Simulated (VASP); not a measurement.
# TiO2 (P2_1/c) in VASP: notebook, part 2 of 3

VASP 6.6.1. The steps go on from the part before.

## 3. Single point, LDA+U

This run uses another cell than the first one, of 9.70 Å³/atom.

File INCAR:

```
SYSTEM = TiO2
PREC = Accurate ; ENCUT = 600
EDIFF = 1E-6 ; ISMEAR = -1
SIGMA = 0.05 ; LREAL = .False.
LASPH = .True. ; NELM = 200
ALGO = Normal ; ISIF = 2
LWAVE = .False. ; LCHARG = .False.
LMAXMIX = 4 ; LDAU = .True.
LDAUTYPE = 2 ; LDAUL = 2 -1
LDAUU = 4 0 ; LDAUJ = 0 0
LDAUPRINT = 1 ; GGA = CA
NBANDS = 60 ; GGA_COMPAT = .False.
KPAR = 4
```

File KPOINTS:

```
Automatic mesh
0
Gamma
  6 6 6
  0 0 0
```

File POSCAR:

```
TiO2
1.0
    4.8126997814      0.0000000000      0.0000000000
    0.0000000000      4.8718844600      0.0000000000
   -0.8628854487      0.0000000000      4.9665942755
Ti O
4 8
Direct
    0.2774352600      0.0528083600      0.2131482700
    0.7225647400      0.5528083600      0.2868517300
    0.7225647400      0.9471916400      0.7868517300
    0.2774352600      0.4471916400      0.7131482700
    0.0638382200      0.1769655200      0.8515567400
    0.9361617800      0.6769655200      0.6484432600
    0.9361617800      0.8230344800      0.1484432600
    0.0638382200      0.3230344800      0.3515567400
    0.4453609900      0.7576317400      0.4667718600
    0.5546390100      0.2576317400      0.0332281400
    0.5546390100      0.2423682600      0.5332281400
    0.4453609900      0.7423682600      0.9667718600
```

Potentials or basis: VASP PAW LDA potentials, release 64 (Ti_sv, O).

On the command line:

```bash
$ cat potpaw_LDA.64/Ti_sv/POTCAR potpaw_LDA.64/O/POTCAR > POTCAR
$ mpirun -np 4 vasp_std > vasp.out
```

Wall time 3.5 min (4 MPI ranks of AMD EPYC 7R13 (Zen 3), shared host); peak memory 0.51 GiB.

It converged, with:

| Item | Value |
| --- | --- |
| Free energy | -106.3957 eV |
| Pressure | -0.7 GPa |
| Largest force | 0.435 eV/Å |
| Band gap on the k mesh | 2.65 eV (least direct gap 2.72 eV) |

Forces on the atoms (eV/Å):
```
Ti   0.069 -0.321 -0.285
Ti  -0.069 -0.321  0.285
Ti  -0.069  0.321  0.285
Ti   0.069  0.321 -0.285
O   -0.086 -0.164  0.128
O    0.086 -0.164 -0.128
O    0.086  0.164 -0.128
O   -0.086  0.164  0.128
O   -0.080 -0.046  0.186
O    0.080 -0.046 -0.186
O    0.080  0.046 -0.186
O   -0.080  0.046  0.186
```

Stress tensor (GPa, compression positive):
```
-0.27  0.00 -0.55
 0.00 -0.08  0.00
-0.55  0.00 -1.62
```

Levels at points of the mesh, in eV from the valence-band top:
```tsv
k point	band 46	band 47	band 48	band 49	band 50	band 51
(0.00, 0.00, 0.00)	-0.55	-0.05	0.00	2.81	2.92	3.37
(0.50, 0.00, 0.00)	-0.73	-0.52	-0.07	2.65	3.22	3.25
(0.00, 0.50, 0.00)	-0.92	-0.41	-0.41	3.24	3.24	3.52
(0.50, 0.50, 0.00)	-1.00	-0.76	-0.76	3.08	3.08	3.27
(0.00, 0.00, 0.50)	-1.10	-0.45	-0.45	3.10	3.10	3.16
(0.50, 0.00, 0.50)	-1.12	-0.64	-0.64	2.74	2.74	3.57
(0.00, 0.50, 0.50)	-1.14	-0.85	-0.85	3.06	3.06	3.17
(0.50, 0.50, 0.50)	-1.25	-0.97	-0.97	2.89	2.89	3.27
```

Eigenvalues of the final occupation matrices:
| site | spin | trace | eigenvalues |
| --- | --- | --- | --- |
| site 1 d | 1 | 0.83 | 0.09 0.12 0.16 0.22 0.24 |
| site 1 d | 2 | 0.83 | 0.09 0.12 0.16 0.22 0.24 |
| site 2 d | 1 | 0.83 | 0.09 0.12 0.16 0.22 0.24 |
| site 2 d | 2 | 0.83 | 0.09 0.12 0.16 0.22 0.24 |
| site 3 d | 1 | 0.83 | 0.09 0.12 0.16 0.22 0.24 |
| site 3 d | 2 | 0.83 | 0.09 0.12 0.16 0.22 0.24 |
| site 4 d | 1 | 0.83 | 0.09 0.12 0.16 0.22 0.24 |
| site 4 d | 2 | 0.83 | 0.09 0.12 0.16 0.22 0.24 |

## 4. Single point, PBEsol

This run uses another cell than the first one, of 9.54 Å³/atom.

File INCAR:

```
SYSTEM = TiO2
PREC     = Accurate       ! precision mode
ENCUT    = 520            ! plane-wave cutoff, eV
EDIFF    = 1E-6           ! SCF threshold, eV
ISMEAR   = -1             ! smearing method
SIGMA    = 0.05           ! smearing width, eV
LREAL    = .FALSE.        ! projectors in reciprocal space
LASPH    = .TRUE.         ! aspherical terms in the spheres
NELM     = 80             ! most SCF steps
ALGO     = Normal         ! electronic algorithm
ISIF     = 2              ! what is computed and relaxed
LWAVE    = .FALSE.        ! write WAVECAR
LCHARG   = .FALSE.        ! write CHGCAR
GGA      = PS             ! functional
NBANDS   = 60             ! bands
```

File KPOINTS:

```
regular mesh
0
G
  6 6 6
  0 0 0
```

File POSCAR:

```
TiO2
1.0
    4.7806673713      0.0000000000     -0.0079303124
    0.0000000000      4.8611429164      0.0000000000
   -0.8653261460      0.0000000000      4.9269775070
Ti O
4 8
Direct
    0.2786196873      0.0549796051      0.2135953297
    0.7213803127      0.5549796051      0.2864046703
    0.7213803127      0.9450203949      0.7864046703
    0.2786196873      0.4450203949      0.7135953297
    0.0652183443      0.1721792994      0.8466838866
    0.9347816557      0.6721792994      0.6533161134
    0.9347816557      0.8278207006      0.1533161134
    0.0652183443      0.3278207006      0.3466838866
    0.4437628783      0.7585946068      0.4694497227
    0.5562371217      0.2585946068      0.0305502773
    0.5562371217      0.2414053932      0.5305502773
    0.4437628783      0.7414053932      0.9694497227
```

Potentials or basis: VASP PAW PBE potentials, release 64 (Ti_sv, O).

On the command line:

```bash
$ cat potpaw_PBE.64/Ti_sv/POTCAR potpaw_PBE.64/O/POTCAR > POTCAR
$ mpirun -np 1 vasp_std > vasp.out
```

OUTCAR:

```text
SYSTEM = TiO2
   PREC = Accurate
   ENCUT = 520
   EDIFF = 1E-6
   ISMEAR = -1
   LREAL = .FALSE.
   LASPH = .TRUE.
   NELM = 80
   ISIF = 2
   GGA = PS

 ion  position               nearest neighbor table
   1  0.279  0.055  0.214-   8 1.87   7 1.96   9 2.00  10 2.00   5 2.02  11 2.09  12 2.19
   2  0.721  0.555  0.286-   7 1.87   8 1.96  10 2.00   9 2.00   6 2.02  12 2.09  11 2.19
   3  0.721  0.945  0.786-   6 1.87   5 1.96  11 2.00  12 2.00   7 2.02   9 2.09  10 2.19
   4  0.279  0.445  0.714-   5 1.87   6 1.96  12 2.00  11 2.00   8 2.02  10 2.09   9 2.19
   5  0.065  0.172  0.847-   4 1.87   3 1.96   1 2.02
   6  0.935  0.672  0.653-   3 1.87   4 1.96   2 2.02
   7  0.935  0.828  0.153-   2 1.87   1 1.96   3 2.02
   8  0.065  0.328  0.347-   1 1.87   2 1.96   4 2.02
   9  0.444  0.759  0.469-   1 2.00   2 2.00   3 2.09   4 2.19
  10  0.556  0.259  0.031-   2 2.00   1 2.00   4 2.09   3 2.19
  11  0.556  0.241  0.531-   3 2.00   4 2.00   1 2.09   2 2.19
  12  0.444  0.741  0.969-   4 2.00   3 2.00   2 2.09   1 2.19

  LATTYP: Found a simple monoclinic cell.
 ALAT       =     4.7806739488
[... 1722 lines left out ...]
     60      10.4533      0.00000

 [... further k-points ...]

------------------------ aborting loop because EDIFF is reached ----------------------------------------

  FORCE on cell =-STRESS in cart. coord.  units (eV):
  Direction    XX          YY          ZZ          XY          YZ          ZX
  --------------------------------------------------------------------------------------
  -------------------------------------------------------------------------------------
  Total        0.6137869      0.6096410      0.5876706      0.0000000      0.0000000      0.0195428
  in kB        8.5910701      8.5330405      8.2255247      0.0000000      0.0000000      0.2735368
  external PRESSURE =       8.4498784 kB  Pullay stress =       0.0000000 kB

 VOLUME and BASIS-vectors are now :
 -----------------------------------------------------------------------------
  energy-cutoff  :      520.00
  volume of cell :      114.47
      direct lattice vectors                 reciprocal lattice vectors
     4.780667371  0.000000000 -0.007930312     0.209236775  0.000000000  0.036748301
     0.000000000  4.861142916  0.000000000     0.000000000  0.205712940  0.000000000
    -0.865326146  0.000000000  4.926977507     0.000336781  0.000000000  0.203023339

 POSITION                                       TOTAL-FORCE (eV/Angst)
 -----------------------------------------------------------------------------------
      1.14716      0.26726      1.05017         0.028438     -0.039678     -0.003682
      3.20085      2.69784      1.40539        -0.028438     -0.039678      0.003682
      2.76818      4.59388      3.86888        -0.028438      0.039678      0.003682
      0.71450      2.16331      3.51366         0.028438      0.039678     -0.003682
     -0.42087      0.83699      4.17108        -0.025043     -0.018987     -0.001929
      3.90355      3.26756      3.21146         0.025043     -0.018987      0.001929
      4.33621      4.02415      0.74797         0.025043      0.018987      0.001929
      0.01179      1.59358      1.70759        -0.025043      0.018987     -0.001929
      1.71526      3.68764      2.30945        -0.026501     -0.007941      0.013974
      2.63275      1.25707      0.14611         0.026501     -0.007941     -0.013974
      2.20009      1.17351      2.60960         0.026501      0.007941     -0.013974
      1.28259      3.60408      4.77294        -0.026501      0.007941      0.013974
 -----------------------------------------------------------------------------------
    total drift:                               -0.000000      0.000000      0.000000

  FREE ENERGIE OF THE ION-ELECTRON SYSTEM (eV)
  ---------------------------------------------------
  free  energy   TOTEN  =      -112.1457961418 eV

  energy  without entropy=     -112.1457961418  energy(sigma->0) =     -112.14579614
```

stdout:

```text
POSCAR found type information on POSCAR TiO
 POSCAR found :  2 types and      12 ions
 scaLAPACK will be used
 -----------------------------------------------------------------------------
|                                                                             |
|                                                                             |
|     You enforced a specific xc type in the INCAR file but a different       |
|     I HOPE YOU KNOW WHAT YOU ARE DOING!                                     |
|                                                                             |
 -----------------------------------------------------------------------------

 LDA part: xc-table for (Slater+PW92), standard interpolation
 POSCAR, INCAR and KPOINTS ok, starting setup
 FFT: planning ... GRIDC
 FFT: planning ... GRID_SOFT
 FFT: planning ... GRID
 WAVECAR not read
 entering main loop
```

It took 6 min on 1 thread of Intel Xeon Platinum 8559C (Emerald Rapids), shared host; peak memory 0.48 GiB.

What came out:

```
Free energy            : -112.1458 eV
Pressure               : 0.8 GPa
Largest force          : 0.049 eV/Å
Band gap on the k mesh : 2.23 eV (least direct gap 2.31 eV)
```

Forces on the atoms (eV/Å):
```
Ti   0.028 -0.040 -0.004
Ti  -0.028 -0.040  0.004
Ti  -0.028  0.040  0.004
Ti   0.028  0.040 -0.004
O   -0.025 -0.019 -0.002
O    0.025 -0.019  0.002
O    0.025  0.019  0.002
O   -0.025  0.019 -0.002
O   -0.027 -0.008  0.014
O    0.027 -0.008 -0.014
O    0.027  0.008 -0.014
O   -0.027  0.008  0.014
```

Levels at points of the mesh, in eV from the valence-band top:
| k point | band 44 | band 45 | band 46 | band 47 | band 48 | band 49 | band 50 | band 51 | band 52 | band 53 |
| --- | --- | --- | --- | --- | --- | --- | --- | --- | --- | --- |
| (0.00, 0.00, 0.00) | -1.12 | -0.69 | -0.65 | -0.02 | 0.00 | 2.43 | 2.49 | 2.93 | 3.03 | 3.20 |
| (0.50, 0.00, 0.00) | -0.98 | -0.88 | -0.79 | -0.50 | -0.09 | 2.23 | 2.86 | 2.90 | 3.02 | 3.44 |
| (0.00, 0.50, 0.00) | -1.32 | -1.00 | -1.00 | -0.40 | -0.40 | 2.83 | 2.83 | 3.20 | 3.20 | 3.27 |
| (0.50, 0.50, 0.00) | -1.73 | -1.03 | -1.03 | -0.80 | -0.80 | 2.72 | 2.72 | 2.95 | 2.95 | 3.29 |
| (0.00, 0.00, 0.50) | -1.29 | -1.13 | -1.13 | -0.43 | -0.43 | 2.63 | 2.63 | 2.84 | 2.84 | 3.47 |
| (0.50, 0.00, 0.50) | -1.38 | -1.16 | -1.16 | -0.63 | -0.63 | 2.32 | 2.32 | 3.28 | 3.28 | 3.42 |
| (0.00, 0.50, 0.50) | -1.18 | -1.17 | -1.17 | -0.85 | -0.85 | 2.66 | 2.66 | 2.79 | 2.79 | 3.40 |
| (0.50, 0.50, 0.50) | -1.49 | -1.24 | -1.24 | -0.95 | -0.95 | 2.54 | 2.54 | 2.92 | 2.92 | 3.28 |

Caveat: the PAW data sets were made with another functional, which shifts forces and pressure a little.

(Continued in part 3 of 3.)
